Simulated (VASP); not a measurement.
# Sc (Im-3m) in VASP: further runs

Sc is run at these levels: PBEsol; tasks: single point, relaxation of cell and atoms.

Everything below comes from runs of VASP 6.6.1. Logs are shortened: lines on timing, memory, paths and dates and some standing lists are left out, and cuts for length are marked.

## (1) The cell of the first run

It takes space group Im-3m (No. 229, cubic). The conventional cell has a = 3.631 Å, b = 3.631 Å, c = 3.631 Å, α = 90.00°, β = 90.00°, γ = 90.00°. Within 4.1 Å of Sc (site symmetry m-3m) lie 14 Sc at 3.14 to 3.63 Å.

## (2) Single point, PBEsol

Input file INCAR:

```
SYSTEM = Sc
ALGO = Normal
EDIFF = 1E-7
ENCUT = 520
GGA = PS
ISIF = 2
ISMEAR = -1
LASPH = .True.
LCHARG = .False.
LREAL = .False.
LWAVE = .False.
NBANDS = 12
NELM = 60
PREC = Accurate
SIGMA = 0.1
```

Input file KPOINTS:

```
k-points
0
Gamma
  14 14 14
  0 0 0
```

Input file POSCAR:

```
Sc
1.0
   -1.8156359731      1.8156359731      1.8156359731
    1.8156359731     -1.8156359731      1.8156359731
    1.8156359731      1.8156359731     -1.8156359731
Sc
1
Direct
    0.0000000000      0.0000000000      0.0000000000
```

Potentials or basis: VASP PAW PBE potentials, release 64 (Sc_sv).

Run with:

```
$ cat potpaw_PBE.64/Sc_sv/POTCAR > POTCAR
$ mpirun -np 1 vasp_std > vasp.out
```

OUTCAR:

```text
SYSTEM = Sc
   EDIFF = 1E-7
   ENCUT = 520
   GGA = PS
   ISIF = 2
   ISMEAR = -1
   LASPH = .True.
   LREAL = .False.
   NELM = 60
   PREC = Accurate

 ion  position               nearest neighbor table
   1  0.000  0.000  0.000-

  LATTYP: Found a body centered cubic cell.
 ALAT       =     3.6312719462

  Lattice vectors:

 A1 = (  -1.8156359731,   1.8156359731,   1.8156359731)
 A2 = (   1.8156359731,  -1.8156359731,   1.8156359731)
 A3 = (   1.8156359731,   1.8156359731,  -1.8156359731)

Analysis of symmetry for initial positions (statically):
=====================================================================
 Subroutine PRICEL returns:
 Original cell was already a primitive cell.

 Routine SETGRP: Setting up the symmetry group for a
 body centered cubic supercell.

 Subroutine GETGRP returns: Found 48 space group operations
 (whereof 48 operations were pure point group operations)
 out of a pool of 48 trial point group operations.

The static configuration has the point symmetry O_h .

Analysis of symmetry for dynamics (positions and initial velocities):
=====================================================================
 Subroutine PRICEL returns:
 Original cell was already a primitive cell.

 Routine SETGRP: Setting up the symmetry group for a
 body centered cubic supercell.

 Subroutine GETGRP returns: Found 48 space group operations
 (whereof 48 operations were pure point group operations)
 out of a pool of 48 trial point group operations.

The dynamic configuration has the point symmetry O_h .

 Subroutine INISYM returns: Found 48 space group operations
 (whereof 48 operations are pure point group operations),
 and found     1 'primitive' translations

----------------------------------------------------------------------------------------

                                     Primitive cell

  volume of cell :      23.9412

  direct lattice vectors                    reciprocal lattice vectors
    -1.815635973  1.815635973  1.815635973     0.000000000  0.275385599  0.275385599
     1.815635973 -1.815635973  1.815635973     0.275385599  0.000000000  0.275385599
     1.815635973  1.815635973 -1.815635973     0.275385599  0.275385599  0.000000000

  length of vectors
     3.144773753  3.144773753  3.144773753     0.389454049  0.389454049  0.389454049

  position of ions in fractional coordinates (direct lattice)
     0.000000000  0.000000000  0.000000000

  ion indices of the primitive-cell ions
   primitive index   ion index
                 1           1

----------------------------------------------------------------------------------------

 KPOINTS: k-points

Automatic generation of k-mesh.
 Grid dimensions read from file:
 generate k-points for:   14   14   14

 Generating k-lattice:

  Cartesian coordinates                     Fractional coordinates (reciprocal lattice)
     0.000000000  0.019670400  0.019670400     0.071428571  0.000000000  0.000000000
     0.019670400  0.000000000  0.019670400     0.000000000  0.071428571  0.000000000
     0.019670400  0.019670400  0.000000000     0.000000000  0.000000000  0.071428571

  Length of vectors
     0.027818146  0.027818146  0.027818146

  Shift w.r.t. Gamma in fractional coordinates (k-lattice)
     0.000000000  0.000000000  0.000000000

 Subroutine IBZKPT returns following result:
 ===========================================

 Found    104 irreducible k-points:

 Following reciprocal coordinates:
            Coordinates               Weight
  0.000000  0.000000  0.000000      1.000000
  0.071429  0.000000  0.000000     12.000000
  0.142857  0.000000  0.000000     12.000000
  0.214286  0.000000  0.000000     12.000000
  0.285714  0.000000  0.000000     12.000000
  0.357143  0.000000  0.000000     12.000000
[... 16 lines left out ...]
  0.285714  0.285714  0.000000     24.000000
  0.357143  0.285714  0.000000     24.000000
 [... further k-points ...]
   k-points           NKPTS =    104   k-points in BZ     NKDIM =    104   number of bands    NBANDS=     12
   number of dos      NEDOS =    301   number of ions     NIONS =      1
   total plane-waves  NPLWV =  13824
   dimension x,y,z NGX =    24 NGY =   24 NGZ =   24
   dimension x,y,z NGXF=    48 NGYF=   48 NGZF=   48
   ions per type =               1
   NGX,Y,Z   is equivalent  to a cutoff of  12.69, 12.69, 12.69 a.u.
   NGXF,Y,Z  is equivalent  to a cutoff of  25.37, 25.37, 25.37 a.u.
 SYSTEM =  Sc
   PREC   = accura    normal or accurate (medium, high low for compatibility)
   ISTART =      0    job   : 0-new  1-cont  2-samecut
   ICHARG =      2    charge: 1-file 2-atom 10-const
   ISPIN  =      1    spin polarized calculation?
   LNONCOLLINEAR =      F non collinear calculations
   LSORBIT =      F    spin-orbit coupling
   LASPH  =      T    aspherical Exc in radial PAW
   ENCUT  =  520.0 eV  38.22 Ry    6.18 a.u.   5.85  5.85  5.85*2*pi/ulx,y,z
   NELM   =     60;   NELMIN=  2; NELMDL= -5     # of ELM steps
   EDIFF  = 0.1E-06   stopping-criterion for ELM
   LREAL  =      F    real-space projection
   EDIFFG = 0.1E-05   stopping-criterion for IOM
   NSW    =      0    number of steps for IOM
   IBRION =     -1    ionic relax: 0-MD 1-quasi-New 2-CG
   NFREE  =      0    steps in history (QN), initial steepest desc. (CG)
   ISIF   =      2    stress and relaxation
   ISYM   =      2    0-nonsym 1-usesym 2-fastsym
   POTIM  = 0.5000    time-step for ionic-motion
   TEBEG  =    0.0;   TEEND  =   0.0 temperature during run
   PSTRESS=    0.0 pullay stress
   NELECT =      11.0000    total number of electrons
   NUPDOWN=      -1.0000    fix difference up-down
   EMIN   =  10.00;   EMAX   =-10.00  energy-range for DOS
   EFERMI =   0.00;   METHOD = LEGACY
   ISMEAR =    -1;   SIGMA  =   0.10  broadening in eV -4-tet -1-fermi 0-gaus
   EFERMI_NEDOS =   21; number of points for ismear=-14 and -15
   IALGO  =     38    algorithm
   IMIX   =      4    mixing-type and parameters
     AMIX     =   0.40;   BMIX     =  1.00
     AMIX_MAG =   1.60;   BMIX_MAG =  1.00
  volume/ion in A,a.u.               =      23.94       161.56
  Fermi-wavevector in a.u.,A,eV,Ry     =   1.263253  2.387202 21.712282  1.595808
  Thomas-Fermi vector in A             =   2.396619
   LORBIT       =      0    0 simple, 1 ext, 2 COOP (PROOUT), +10 PAW based schemes
   GGA     = PS    functional components
   LHFCALC =     F    Hartree Fock is set to
   AEXX    =    0.0000 exact exchange contribution
   IVDW    =     0    specifies the selected vdW correction
   LEPSILON=     F    determine dielectric tensor
   LRPA    =     F    only Hartree local field effects (RPA)
 non-spin polarized calculation
  energy-cutoff  :      520.00
  volume of cell :       23.94
 maximum number of plane-waves:       682
   NGX = 11   NGY = 11   NGZ = 11

 number of electron      11.0000004 magnetization

 Free energy of the ion-electron system (eV)
  ---------------------------------------------------
  ext. energy  EPLUGINS =         0.00000000
  ---------------------------------------------------
  free energy    TOTEN  =        -6.53478857 eV

  energy without entropy =       -6.45589326  energy(sigma->0) =       -6.49534091

 E-fermi :   3.8568     XC(G=0): -10.1126

 val. band max:        3.8489981249   @ k =   0.5000   0.5000   0.1429
 cond. band min:       3.8732725794   @ k =  -0.3571   0.3571   0.2143
 fundamental gap:      0.0242744545
 Fermi energy:         3.8568458024

 k-point     1 :       0.0000    0.0000    0.0000
  band No.  band energies     occupation
      1     -45.4259      2.00000
      2     -23.9028      2.00000
      3     -23.9028      2.00000
      4     -23.9028      2.00000
      5      -1.4416      2.00000
      6       5.3443      0.00000
      7       5.3443      0.00000
      8       5.3443      0.00000
      9       6.8361      0.00000
     10       6.8361      0.00000
     11      18.1675      0.00000
     12      18.1675      0.00000

 k-point     2 :       0.0714    0.0000    0.0000
  band No.  band energies     occupation
      1     -45.4223      2.00000
      2     -23.9256      2.00000
      3     -23.9099      2.00000
      4     -23.9029      2.00000
      5      -1.3009      2.00000
      6       5.2731      0.00000
      7       5.3172      0.00000
      8       5.4497      0.00000
      9       6.7526      0.00000
     10       6.8399      0.00000
     11      17.9625      0.00000
     12      18.1515      0.00000

 k-point     3 :       0.1429    0.0000    0.0000
  band No.  band energies     occupation
      1     -45.4121      2.00000
      2     -23.9888      2.00000
      3     -23.9298      2.00000
      4     -23.9032      2.00000
      5      -0.8920      2.00000
      6       5.0810      0.00001
      7       5.1881      0.00000
      8       5.7573      0.00000
      9       6.6021      0.00000
     10       6.8565      0.00000
     11      17.2265      0.00000
     12      17.8907      0.00000
[... 286 lines left out ...]
 k-point    23 :       0.2857    0.2857    0.0000
  band No.  band energies     occupation
      1     -45.3460      2.00000
      2     -24.2564      2.00000
      3     -24.1374      2.00000
      4     -23.9543      2.00000
      5       2.9443      1.99978
      6       3.6278      1.81613
      7       4.0205      0.32601
      8       6.8206      0.00000
      9       7.1460      0.00000
     10       9.3795      0.00000
     11      11.4289      0.00000
     12      11.8597      0.00000

 k-point    24 :       0.3571    0.2857    0.0000
  band No.  band energies     occupation
      1     -45.3437      2.00000
      2     -24.2390      2.00000
      3     -24.1705      2.00000
      4     -23.9566      2.00000
      5       3.2408      1.99578
      6       3.6882      1.68751
      7       3.7643      1.43251
      8       6.9188      0.00000
      9       7.1170      0.00000
     10      10.0309      0.00000
     11      10.7894      0.00000
     12      11.4237      0.00000

 [... further k-points ...]
[... 5 lines left out ...]
  --------------------------------------------------------------------------------------
  -------------------------------------------------------------------------------------
  Total        0.0015072      0.0015072      0.0015072     -0.0000000     -0.0000000      0.0000000
  in kB        0.1008613      0.1008613      0.1008613     -0.0000000     -0.0000000      0.0000000
  external PRESSURE =       0.1008613 kB  Pullay stress =       0.0000000 kB

 VOLUME and BASIS-vectors are now :
 -----------------------------------------------------------------------------
  energy-cutoff  :      520.00
  volume of cell :       23.94
      direct lattice vectors                 reciprocal lattice vectors
    -1.815635973  1.815635973  1.815635973     0.000000000  0.275385599  0.275385599
     1.815635973 -1.815635973  1.815635973     0.275385599  0.000000000  0.275385599
     1.815635973  1.815635973 -1.815635973     0.275385599  0.275385599  0.000000000

 POSITION                                       TOTAL-FORCE (eV/Angst)
 -----------------------------------------------------------------------------------
      0.00000      0.00000      0.00000         0.000000      0.000000      0.000000
 -----------------------------------------------------------------------------------
    total drift:                               -0.000000      0.000000      0.000000

  FREE ENERGIE OF THE ION-ELECTRON SYSTEM (eV)
  ---------------------------------------------------
  free  energy   TOTEN  =        -6.5347885699 eV

  energy  without entropy=       -6.4558932587  energy(sigma->0) =       -6.49534091
```

It took 16 s on 1 thread of Intel Xeon Platinum 8259CL at 2.50GHz (Skylake/Cascade Lake), shared host; peak memory 0.15 GiB.

What came out:

* Free energy: -6.5348 eV
* Pressure: 0.0 GPa

Caveat: the PAW data sets were made with another functional, which shifts forces and pressure a little.

## (3) Single point, PBEsol (volume scaled by 1.04)

Input file INCAR:

```
PREC = Accurate
ENCUT = 520
EDIFF = 1E-7
ISMEAR = -1
SIGMA = 0.1
LREAL = F
LASPH = T
NELM = 80
ALGO = Normal
ISIF = 2
LWAVE = F
LCHARG = F
GGA = PS
NBANDS = 12
```

Input file KPOINTS:

```
Automatic mesh
0
Gamma
  14 14 14
```

Input file POSCAR:

```
Sc
1.0
   -1.8395286601      1.8395286601      1.8395286601
    1.8395286601     -1.8395286601      1.8395286601
    1.8395286601      1.8395286601     -1.8395286601
Sc
1
Direct
    0.0000000000      0.0000000000      0.0000000000
```

Potentials or basis: VASP PAW PBE potentials, release 64 (Sc_sv).

Run with:

```
$ cat potpaw_PBE.64/Sc_sv/POTCAR > POTCAR
$ mpirun -np 1 vasp_std > vasp.out
```

Wall time 16 s (1 thread of Intel Xeon Platinum 8259CL at 2.50GHz (Skylake/Cascade Lake), shared host); peak memory 0.16 GiB.

The run converged. Its results:

```yaml
Free_energy: -6.5291 eV
Pressure: -2.0 GPa
```

Levels at points of the mesh, in eV from the Fermi level:
```csv
k point,band 3,band 4,band 5,band 6,band 7,band 8
"(0.00, 0.00, 0.00)",-27.88,-27.88,-5.22,1.44,1.44,1.44
"(0.50, 0.00, 0.00)",-28.01,-27.89,-1.77,0.28,0.45,2.82
"(0.50, 0.50, 0.50)",-28.15,-28.15,-1.18,-1.18,3.84,3.84
```

Caveat: the cell differs from its parent crystal (volume scaled by 1.04); the PAW data sets were made with another functional, which shifts forces and pressure a little.

## (4) Single point, PBEsol (volume scaled by 1.08)

Input file INCAR:

```
SYSTEM = Sc
ALGO     = Normal         ! electronic algorithm
EDIFF    = 1E-6           ! SCF threshold, eV
ENCUT    = 520            ! plane-wave cutoff, eV
GGA      = PS             ! functional
ISIF     = 2              ! what is computed and relaxed
ISMEAR   = -1             ! smearing method
LASPH    = .True.         ! aspherical terms in the spheres
LCHARG   = .False.        ! write CHGCAR
LREAL    = .False.        ! projectors in reciprocal space
LWAVE    = .False.        ! write WAVECAR
NBANDS   = 12             ! bands
NELM     = 100            ! most SCF steps
PREC     = Accurate       ! precision mode
SIGMA    = 0.1            ! smearing width, eV
```

Input file KPOINTS:

```
k-points
0
Gamma
  14 14 14
  0 0 0
```

Input file POSCAR:

```
Sc
1.0
   -1.8628163052      1.8628163052      1.8628163052
    1.8628163052     -1.8628163052      1.8628163052
    1.8628163052      1.8628163052     -1.8628163052
Sc
1
Direct
    0.0000000000      0.0000000000      0.0000000000
```

Run with:

```
$ cat potpaw_PBE.64/Sc_sv/POTCAR > POTCAR
$ mpirun -np 1 vasp_std > vasp.out
```

It took 15 s on 1 thread of Intel Xeon Platinum 8259CL at 2.50GHz (Skylake/Cascade Lake), shared host; peak memory 0.16 GiB.

Results (log left out):

```
Free energy : -6.5121 eV
Pressure    : -3.7 GPa
```

Levels at points of the mesh, in eV from the Fermi level:
```
           k point  band 2  band 3  band 4  band 5  band 6  band 7  band 8  band 9
(0.00, 0.00, 0.00)  -28.00  -28.00  -28.00   -5.14    1.39    1.39    1.39    2.74
(0.50, 0.00, 0.00)  -28.34  -28.11  -28.00   -1.71    0.29    0.38    2.70    3.02
(0.50, 0.50, 0.50)  -28.24  -28.24  -28.24   -1.10   -1.10    3.67    3.67    3.67
```

Caveat: the cell differs from its parent crystal (volume scaled by 1.08); the PAW data sets were made with another functional, which shifts forces and pressure a little.

## (5) Single point, PBEsol (volume scaled by 1.12)

Input file INCAR:

```
PREC = Accurate ; ENCUT = 520
EDIFF = 1E-6 ; ISMEAR = -1
SIGMA = 0.1 ; LREAL = F
LASPH = T ; NELM = 80
ALGO = Normal ; ISIF = 2
LWAVE = F ; LCHARG = F
GGA = PS ; NBANDS = 12
```

Input file KPOINTS:

```
regular mesh
0
Gamma
  14 14 14
```

Input file POSCAR:

```
Sc
1.0
   -1.8855358163      1.8855358163      1.8855358163
    1.8855358163     -1.8855358163      1.8855358163
    1.8855358163      1.8855358163     -1.8855358163
Sc
1
Direct
    0.0000000000      0.0000000000      0.0000000000
```

Run with:

```
$ cat potpaw_PBE.64/Sc_sv/POTCAR > POTCAR
$ mpirun -np 1 vasp_std > vasp.out
```

Run time: 15 s. Hardware: 1 thread of Intel Xeon Platinum 8259CL at 2.50GHz (Skylake/Cascade Lake), shared host; peak memory 0.15 GiB.

Results (log left out):

* Free energy: -6.4857 eV
* Pressure: -5.2 GPa

Levels at points of the mesh, in eV from the Fermi level:
```
           k point  band 3  band 4  band 5  band 6  band 7  band 8
(0.00, 0.00, 0.00)  -28.11  -28.11   -5.06    1.34    1.34    1.34
(0.50, 0.00, 0.00)  -28.21  -28.11   -1.66    0.29    0.32    2.59
(0.50, 0.50, 0.50)  -28.32  -28.32   -1.03   -1.03    3.51    3.51
```

Caveat: the cell differs from its parent crystal (volume scaled by 1.12); the PAW data sets were made with another functional, which shifts forces and pressure a little.

## (6) Relaxation of cell and atoms, PBEsol

This run uses another cell than the first one, of 25.00 Å³/atom, 1.044 times its volume.

Input file INCAR:

```
SYSTEM = Sc
PREC = Accurate
ENCUT = 600
EDIFF = 1E-7
ISMEAR = -1
SIGMA = 0.1
LREAL = .FALSE.
LASPH = .TRUE.
NELM = 60
ALGO = Normal
ISIF = 3
LWAVE = .FALSE.
LCHARG = .FALSE.
GGA = PS
IBRION = 2
NSW = 80
EDIFFG = -0.01
```

Input file KPOINTS:

```
Automatic mesh
0
G
  12 12 12
  0 0 0
```

Input file POSCAR:

```
Sc
1.0
   -1.8420678645      1.8420678645      1.8420678645
    1.8420678645     -1.8420678645      1.8420678645
    1.8420678645      1.8420678645     -1.8420678645
Sc
1
Direct
    0.0000000000      0.0000000000      0.0000000000
```

Potentials or basis: VASP PAW PBE potentials, release 64 (Sc_sv).

Run with:

```
$ cat potpaw_PBE.64/Sc_sv/POTCAR > POTCAR
$ mpirun -np 1 vasp_std > vasp.out
```

Run time: 40 s. Hardware: 1 thread of Intel Xeon Platinum 8259CL at 2.50GHz (Skylake/Cascade Lake), shared host; peak memory 0.17 GiB.

Results (log left out):

```yaml
Free_energy: -6.5353 eV
Relaxed_volume: 23.97 Å³/atom
Relaxed_cell: a = 3.146 Å, b = 3.146 Å, c = 3.146 Å, α = 109.47°, β = 109.47°, γ = 109.47°
Space_group_after_relaxing_to_0.05_Å: Im-3m (No. 229)
Energy_gained_by_relaxing: 7.2 meV/atom
Ionic_steps: 3
Pressure_after_relaxing: 0.0 GPa
```

The path:
```csv
step,energy change (eV),largest force (eV/Å),pressure (GPa),volume (Å³)
1,0.0000,0.0000,-2.17,25.00
2,-0.0070,0.0000,0.41,23.80
3,-0.0072,0.0000,0.00,23.97
```

Final structure:
```yaml
crystal:
  lattice:
    - [-1.81639, 1.81639, 1.81639]
    - [1.81639, -1.81639, 1.81639]
    - [1.81639, 1.81639, -1.81639]
  atoms:
    - { symbol: Sc, position: [0.00000, 0.00000, 0.00000] }
```

Levels at points of the mesh, in eV from the Fermi level:
```csv
k point,band 2,band 3,band 4,band 5,band 6,band 7,band 8,band 9
"(0.00, 0.00, 0.00)",-27.76,-27.76,-27.76,-5.30,1.49,1.49,1.49,2.97
"(0.50, 0.00, 0.00)",-28.20,-27.91,-27.77,-1.83,0.27,0.52,2.94,3.29
"(0.50, 0.50, 0.50)",-28.07,-28.07,-28.07,-1.27,-1.27,4.02,4.02,4.02
```

Caveat: the PAW data sets were made with another functional, which shifts forces and pressure a little.

(Part 1 of 2 ends here.)
